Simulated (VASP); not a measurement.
# Li2Si4P (P6/mmm) in VASP: a series of runs

The runs below take Li2Si4P through relaxation of cell and atoms, single point, with PBE.

All numbers are computed with VASP 6.6.1; they aren't measurements. Logs are shortened: lines on timing, memory, paths and dates and some standing lists are left out, and cuts for length are marked.

**1. The cell of the first run**

It takes space group P6/mmm (No. 191, hexagonal). The conventional cell has a = 5.526 Å, b = 5.526 Å, c = 4.406 Å, α = 90.00°, β = 90.00°, γ = 120.00°. Within 2.1 Å of Li (site symmetry -6m2) lie 3 Si at 1.60 Å. Si (site symmetry mmm) has 2 Li at 1.60 Å within 2.1 Å. Within 2.9 Å of Si (site symmetry 6/mmm) lie 2 P at 2.20 Å and 6 Si at 2.76 Å. Within 2.9 Å of P (site symmetry 6/mmm) lie 2 Si at 2.20 Å.

The cell was built from a structure type or drawn by symmetry, and may not be a known phase.

**2. Relaxation of cell and atoms, PBE**

INCAR

```
ALGO = Fast ; EDIFF = 1E-7
EDIFFG = -0.04 ; ENCUT = 600
GGA = PE ; IBRION = 2
ISIF = 3 ; ISMEAR = 0
LASPH = T ; LCHARG = F
LREAL = F ; LWAVE = F
NELM = 100 ; NSW = 90
PREC = Accurate ; SIGMA = 0.1
```

KPOINTS

```
k-points
0
Gamma
  6 6 4
```

POSCAR

```
Li2Si4P
1.0
    5.5263653900      0.0000000000      0.0000000000
   -2.7631826900      4.7859728100      0.0000000000
    0.0000000000      0.0000000000      4.4057476400
Li Si P
2 4 1
Direct
    0.3333333300      0.6666666700      0.5000000000
    0.6666666700      0.3333333300      0.5000000000
    0.5000000000      0.0000000000      0.5000000000
    0.0000000000      0.5000000000      0.5000000000
    0.5000000000      0.5000000000      0.5000000000
    0.0000000000      0.0000000000      0.5000000000
    0.0000000000      0.0000000000      0.0000000000
```

Potentials or basis: VASP PAW PBE potentials, release 64 (Li_sv, Si, P).

Command:

```console
$ cat potpaw_PBE.64/Li_sv/POTCAR potpaw_PBE.64/Si/POTCAR potpaw_PBE.64/P/POTCAR > POTCAR
$ mpirun -np 1 vasp_std > vasp.out
```

OUTCAR:

```text
EDIFF = 1E-7
   EDIFFG = -0.04
   ENCUT = 600
   GGA = PE
   IBRION = 2
   ISIF = 3
   ISMEAR = 0
   LASPH = T
   LREAL = F
   NELM = 100
   NSW = 90
   PREC = Accurate

 ion  position               nearest neighbor table
   1  0.333  0.667  0.500-   3 1.60   4 1.60   5 1.60
   2  0.667  0.333  0.500-   3 1.60   4 1.60   5 1.60
   3  0.500  0.000  0.500-   1 1.60   2 1.60   5 2.76   5 2.76   4 2.76   4 2.76   6 2.76   6 2.76

   4  0.000  0.500  0.500-   1 1.60   2 1.60   6 2.76   6 2.76   3 2.76   3 2.76   5 2.76   5 2.76

   5  0.500  0.500  0.500-   1 1.60   2 1.60   3 2.76   3 2.76   6 2.76   6 2.76   4 2.76   4 2.76

   6  0.000  0.000  0.500-   7 2.20   7 2.20   4 2.76   4 2.76   5 2.76   5 2.76   3 2.76   3 2.76

   7  0.000  0.000  0.000-   6 2.20   6 2.20

  LATTYP: Found a hexagonal cell.
 ALAT       =     5.5263653900
 C/A-ratio  =     0.7972233700

  Lattice vectors:

 A1 = (   5.5263653900,   0.0000000000,   0.0000000000)
 A2 = (  -2.7631826900,   4.7859728100,   0.0000000000)
 A3 = (   0.0000000000,   0.0000000000,   4.4057476400)

Analysis of symmetry for initial positions (statically):
=====================================================================
 Subroutine PRICEL returns:
 Original cell was already a primitive cell.

 Routine SETGRP: Setting up the symmetry group for a
 hexagonal supercell.

 Subroutine GETGRP returns: Found 24 space group operations
 (whereof 24 operations were pure point group operations)
 out of a pool of 24 trial point group operations.

The static configuration has the point symmetry D_6h.

Analysis of symmetry for dynamics (positions and initial velocities):
=====================================================================
 Subroutine PRICEL returns:
 Original cell was already a primitive cell.

 Routine SETGRP: Setting up the symmetry group for a
 hexagonal supercell.

 Subroutine GETGRP returns: Found 24 space group operations
 (whereof 24 operations were pure point group operations)
 out of a pool of 24 trial point group operations.

The dynamic configuration has the point symmetry D_6h.

 Subroutine INISYM returns: Found 24 space group operations
 (whereof 24 operations are pure point group operations),
 and found     1 'primitive' translations

----------------------------------------------------------------------------------------

                                     Primitive cell

  volume of cell :     116.5278

  direct lattice vectors                    reciprocal lattice vectors
     5.526365390  0.000000000  0.000000000     0.180950757  0.104471968  0.000000000
    -2.763182690  4.785972810  0.000000000     0.000000000  0.208943937  0.000000000
     0.000000000  0.000000000  4.405747640     0.000000000  0.000000000  0.226976232

  length of vectors
     5.526365390  5.526365380  4.405747640     0.208943936  0.208943937  0.226976232

  position of ions in fractional coordinates (direct lattice)
     0.333333330  0.666666670  0.500000000
     0.666666670  0.333333330  0.500000000
     0.500000000  0.000000000  0.500000000
     0.000000000  0.500000000  0.500000000
     0.500000000  0.500000000  0.500000000
     0.000000000  0.000000000  0.500000000
     0.000000000  0.000000000  0.000000000

  ion indices of the primitive-cell ions
   primitive index   ion index
                 1           1
                 2           2
                 3           3
                 4           4
                 5           5
                 6           6
                 7           7

----------------------------------------------------------------------------------------

 KPOINTS: k-points

Automatic generation of k-mesh.
 Grid dimensions read from file:
 generate k-points for:    6    6    4

 Generating k-lattice:

  Cartesian coordinates                     Fractional coordinates (reciprocal lattice)
     0.030158459  0.017411995  0.000000000     0.166666667  0.000000000  0.000000000
     0.000000000  0.034823989  0.000000000     0.000000000  0.166666667  0.000000000
     0.000000000  0.000000000  0.056744058     0.000000000  0.000000000  0.250000000

  Length of vectors
     0.034823989  0.034823989  0.056744058

  Shift w.r.t. Gamma in fractional coordinates (k-lattice)
     0.000000000  0.000000000  0.000000000

 Subroutine IBZKPT returns following result:
 ===========================================

 Found     21 irreducible k-points:

 Following reciprocal coordinates:
            Coordinates               Weight
  0.000000  0.000000  0.000000      1.000000
  0.166667 -0.000000  0.000000      6.000000
  0.333333 -0.000000  0.000000      6.000000
  0.500000 -0.000000  0.000000      3.000000
  0.166667  0.166667  0.000000      6.000000
  0.333333  0.166667  0.000000     12.000000
[... 13 lines left out ...]
  0.333333  0.166667  0.500000     12.000000
  0.333333  0.333333  0.500000      2.000000
   k-points           NKPTS =     21   k-points in BZ     NKDIM =     21   number of bands    NBANDS=     17
   number of dos      NEDOS =    301   number of ions     NIONS =      7
   total plane-waves  NPLWV =  82944
   dimension x,y,z NGX =    48 NGY =   48 NGZ =   36
   dimension x,y,z NGXF=    96 NGYF=   96 NGZF=   72
   ions per type =               2   4   1
   NGX,Y,Z   is equivalent  to a cutoff of  14.44, 14.44, 13.58 a.u.
   NGXF,Y,Z  is equivalent  to a cutoff of  28.88, 28.88, 27.17 a.u.
 SYSTEM =  unknown system
   PREC   = accura    normal or accurate (medium, high low for compatibility)
   ISTART =      0    job   : 0-new  1-cont  2-samecut
   ICHARG =      2    charge: 1-file 2-atom 10-const
   ISPIN  =      1    spin polarized calculation?
   LNONCOLLINEAR =      F non collinear calculations
   LSORBIT =      F    spin-orbit coupling
   LASPH  =      T    aspherical Exc in radial PAW
   ENCUT  =  600.0 eV  44.10 Ry    6.64 a.u.  11.04 11.04  8.80*2*pi/ulx,y,z
   NELM   =    100;   NELMIN=  2; NELMDL= -5     # of ELM steps
   EDIFF  = 0.1E-06   stopping-criterion for ELM
   LREAL  =      F    real-space projection
   EDIFFG = -.4E-01   stopping-criterion for IOM
   NSW    =     90    number of steps for IOM
   IBRION =      2    ionic relax: 0-MD 1-quasi-New 2-CG
   NFREE  =      1    steps in history (QN), initial steepest desc. (CG)
   ISIF   =      3    stress and relaxation
   ISYM   =      2    0-nonsym 1-usesym 2-fastsym
   POTIM  = 0.5000    time-step for ionic-motion
   TEBEG  =    0.0;   TEEND  =   0.0 temperature during run
   PSTRESS=    0.0 pullay stress
   NELECT =      27.0000    total number of electrons
   NUPDOWN=      -1.0000    fix difference up-down
   EMIN   =  10.00;   EMAX   =-10.00  energy-range for DOS
   EFERMI =   0.00;   METHOD = LEGACY
   ISMEAR =     0;   SIGMA  =   0.10  broadening in eV -4-tet -1-fermi 0-gaus
   EFERMI_NEDOS =   21; number of points for ismear=-14 and -15
   IALGO  =     68    algorithm
   IMIX   =      4    mixing-type and parameters
     AMIX     =   0.40;   BMIX     =  1.00
     AMIX_MAG =   1.60;   BMIX_MAG =  1.00
  volume/ion in A,a.u.               =      16.65       112.34
  Fermi-wavevector in a.u.,A,eV,Ry     =   1.005510  1.900138 13.756168  1.011050
  Thomas-Fermi vector in A             =   2.138194
   LORBIT       =      0    0 simple, 1 ext, 2 COOP (PROOUT), +10 PAW based schemes
   GGA     = PE    functional components
   LHFCALC =     F    Hartree Fock is set to
   AEXX    =    0.0000 exact exchange contribution
   IVDW    =     0    specifies the selected vdW correction
   LEPSILON=     F    determine dielectric tensor
   LRPA    =     F    only Hartree local field effects (RPA)
 conjugate gradient relaxation of ions
 non-spin polarized calculation
 RMM-DIIS sequential band-by-band and
 Gauss-broadening in eV      SIGMA  =   0.10
  energy-cutoff  :      600.00
  volume of cell :      116.53
 maximum number of plane-waves:      3912
 NGX is ok and might be reduce to    48
   NGX = 23   NGY = 23   NGZ = 17

--------------------------------------- Ionic step        1  -------------------------------------------

 number of electron      27.0000005 magnetization

 Free energy of the ion-electron system (eV)
  ---------------------------------------------------
  ext. energy  EPLUGINS =         0.00000000
  ---------------------------------------------------
  free energy    TOTEN  =        -6.30763791 eV

  energy without entropy =       -6.27441089  energy(sigma->0) =       -6.29102440

 E-fermi :   4.9262     XC(G=0):  -9.3304

 val. band max:        4.9175161047   @ k =   0.3333  -0.0000   0.0000
 cond. band min:       4.9311141313   @ k =   0.5000  -0.0000   0.0000
 fundamental gap:      0.0135980266
 Fermi energy:         4.9261938675

 k-point     1 :       0.0000    0.0000    0.0000
  band No.  band energies     occupation
      1     -42.6766      2.00000
      2     -42.6316      2.00000
      3      -7.2735      2.00000
      4      -2.7170      2.00000
      5      -1.3909      2.00000
      6      -1.3909      2.00000
[... 9 lines left out ...]
     16       7.4405      0.00000
     17       7.9066      0.00000
[... 514 lines left out ...]
  FREE ENERGIE OF THE ION-ELECTRON SYSTEM (eV)
  ---------------------------------------------------
  free  energy   TOTEN  =       -17.7448357395 eV

  energy  without entropy=      -17.7192458057  energy(sigma->0) =      -17.73204077

[... ionic steps 4 to 12 ...]

--------------------------------------- Ionic step       13  -------------------------------------------

 number of electron      27.0000036 magnetization

------------------------ aborting loop because EDIFF is reached ----------------------------------------

  FORCE on cell =-STRESS in cart. coord.  units (eV):
  Direction    XX          YY          ZZ          XY          YZ          ZX
  --------------------------------------------------------------------------------------
  -------------------------------------------------------------------------------------
  Total        0.0811156      0.0811156      0.4751540      0.0000000     -0.0000000     -0.0000000
  in kB        0.6192288      0.6192288      3.6272799      0.0000000     -0.0000000     -0.0000000
  external PRESSURE =       1.6219125 kB  Pullay stress =       0.0000000 kB
[... 67 lines left out ...]
  energy  without entropy=      -18.5485069022  energy(sigma->0) =      -18.56133914

--------------------------------------- Ionic step       15  -------------------------------------------

 number of electron      27.0000035 magnetization

 Free energy of the ion-electron system (eV)
  ---------------------------------------------------
  ext. energy  EPLUGINS =         0.00000000
  ---------------------------------------------------
  free energy    TOTEN  =       -18.57462818 eV

  energy without entropy =      -18.54948263  energy(sigma->0) =      -18.56205540

 E-fermi :   0.9932     XC(G=0):  -7.3642

 val. band max:        0.9826137784   @ k =   0.3333   0.1667   0.5000
 cond. band min:       1.0258132038   @ k =   0.3333  -0.0000   0.5000
 fundamental gap:      0.0431994254
 Fermi energy:         0.9931538135

 k-point     1 :       0.0000    0.0000    0.0000
  band No.  band energies     occupation
      1     -44.3984      2.00000
      2     -44.3972      2.00000
      3     -11.1972      2.00000
      4      -6.0801      2.00000
      5      -5.3936      2.00000
      6      -5.3936      2.00000
[... 9 lines left out ...]
     16       3.2677      0.00000
     17       3.2677      0.00000
[... 432 lines left out ...]
  FREE ENERGIE OF THE ION-ELECTRON SYSTEM (eV)
  ---------------------------------------------------
  free  energy   TOTEN  =       -18.5746281760 eV

  energy  without entropy=      -18.5494826271  energy(sigma->0) =      -18.56205540

 reached required accuracy - stopping structural energy minimisation
```

Wall time 32 min (1 thread of Intel Xeon Platinum 8559C (Emerald Rapids), shared host); peak memory 0.33 GiB.

What came out:

| Item | Value |
| --- | --- |
| Free energy | -18.5746 eV |
| Relaxed volume | 30.10 Å³/atom |
| Relaxed cell | a = 7.725 Å, b = 7.725 Å, c = 4.077 Å, α = 90.00°, β = 90.00°, γ = 120.00° |
| Space group after relaxing (to 0.1 Å) | P6/mmm (No. 191) |
| Energy gained by relaxing | 1752.4 meV/atom |
| Ionic steps | 15 |
| Pressure after relaxing | 0.0 GPa |
| Band gap on the k mesh | zero (an odd number of electrons rules out a gap without spin polarisation) |

The path:
```csv
step,energy change (eV),largest force (eV/Å),pressure (GPa),volume (Å³)
1,0.0000,0.0000,42.01,116.53
2,-10.9626,0.0000,2.67,203.17
3,-11.4372,0.0000,0.39,219.36
4,-11.6052,0.0000,-2.19,253.85
5,-11.6584,0.0000,-1.09,233.29
6,-11.6590,0.0000,-0.93,230.10
7,-11.8081,0.0000,-0.90,227.41
8,-11.6971,0.0000,-0.52,223.37
9,-11.8595,0.0000,-0.70,218.62
10,-12.0908,0.0000,0.83,204.04
11,-12.2599,0.0000,0.17,210.04
12,-12.2662,0.0000,0.15,210.04
13,-12.2662,0.0000,0.16,209.88
14,-12.2665,0.0000,-0.10,211.31
15,-12.2670,0.0000,0.01,210.68
```

Final structure:
```xyz
7
Lattice="7.7250 0.0000 0.0000 -3.8625 6.6901 0.0000 0.0000 0.0000 4.0765" Properties=species:S:1:pos:R:3 pbc="T T T"
Li    0.0000    4.4600    2.0383
Li    3.8625    2.2300    2.0383
Si    3.8625    0.0000    2.0383
Si   -1.9313    3.3450    2.0383
Si    1.9313    3.3450    2.0383
Si    0.0000    0.0000    2.0383
P     0.0000    0.0000    0.0000
```

Levels at points of the mesh, in eV from the Fermi level:
| k point | band 9 | band 10 | band 11 | band 12 | band 13 | band 14 | band 15 | band 16 | band 17 |
| --- | --- | --- | --- | --- | --- | --- | --- | --- | --- |
| (0.00, 0.00, 0.00) | -3.30 | -1.78 | -1.49 | -0.50 | -0.50 | 1.18 | 1.65 | 2.27 | 2.27 |
| (0.50, 0.00, 0.00) | -2.65 | -1.99 | -1.23 | -0.51 | -0.50 | 0.23 | 0.80 | 1.43 | 2.25 |
| (0.00, 0.00, 0.50) | -1.60 | -1.60 | -1.32 | -1.32 | -0.79 | -0.12 | -0.12 | 0.60 | 0.60 |
| (0.50, 0.00, 0.50) | -1.43 | -0.87 | -0.84 | -0.78 | -0.52 | -0.20 | -0.09 | 0.06 | 0.08 |

Caveat: the cutoff is under 1.25 times the usual one of these potentials, so pressure, stress and relaxed cells hold a basis-set (Pulay) error; the volume moved by over 15 % at a fixed basis, so the end points are rough.

**3. Single point, PBE**

INCAR

```
PREC     = Accurate       # precision mode
ENCUT    = 520            # plane-wave cutoff, eV
EDIFF    = 1E-7           # SCF threshold, eV
ISMEAR   = 0              # smearing method
SIGMA    = 0.1            # smearing width, eV
LREAL    = False          # projectors in reciprocal space
LASPH    = True           # aspherical terms in the spheres
NELM     = 100            # most SCF steps
ALGO     = Normal         # electronic algorithm
ISIF     = 2              # what is computed and relaxed
LWAVE    = False          # write WAVECAR
LCHARG   = True           # write CHGCAR
GGA      = PE             # functional
LELF     = True           # ELF
LVHAR    = True         
NBANDS   = 22             # bands
```

KPOINTS

```
Automatic mesh
0
Gamma
  6 6 4
```

POSCAR is that of step 2.

Potentials or basis: VASP PAW PBE potentials, release 64 (Li_sv, Si, P).

Command:

```console
$ cat potpaw_PBE.64/Li_sv/POTCAR potpaw_PBE.64/Si/POTCAR potpaw_PBE.64/P/POTCAR > POTCAR
$ mpirun -np 1 vasp_std > vasp.out
```

Wall time 43 s (1 thread of Intel Xeon Platinum 8559C (Emerald Rapids), shared host); peak memory 0.24 GiB.

It converged, with:

```yaml
Free_energy: -6.2990 eV
Band_gap_on_the_k_mesh: zero (an odd number of electrons rules out a gap without spin polarisation)
```

Levels at points of the mesh, in eV from the Fermi level:
```
           k point  band 10  band 11  band 12  band 13  band 14  band 15  band 16  band 17  band 18  band 19
(0.00, 0.00, 0.00)    -2.89    -1.29    -0.96     0.30     0.30     2.51     2.51     2.98     3.49     3.49
(0.50, 0.00, 0.00)    -1.55    -1.52    -0.97    -0.82    -0.06     0.00     1.26     1.77     2.08     3.24
(0.00, 0.00, 0.50)    -2.95    -1.47    -1.47    -0.56     1.02     1.02     1.75     2.67     2.67     3.10
(0.50, 0.00, 0.50)    -1.81    -1.48    -1.41    -0.92    -0.05     0.92     1.62     2.29     2.47     4.29
```

Caveat: the cutoff is under 1.25 times the usual one of these potentials, so pressure, stress and relaxed cells hold a basis-set (Pulay) error; atoms lie so close that the PAW spheres overlap strongly, which falsifies energies and pressures.
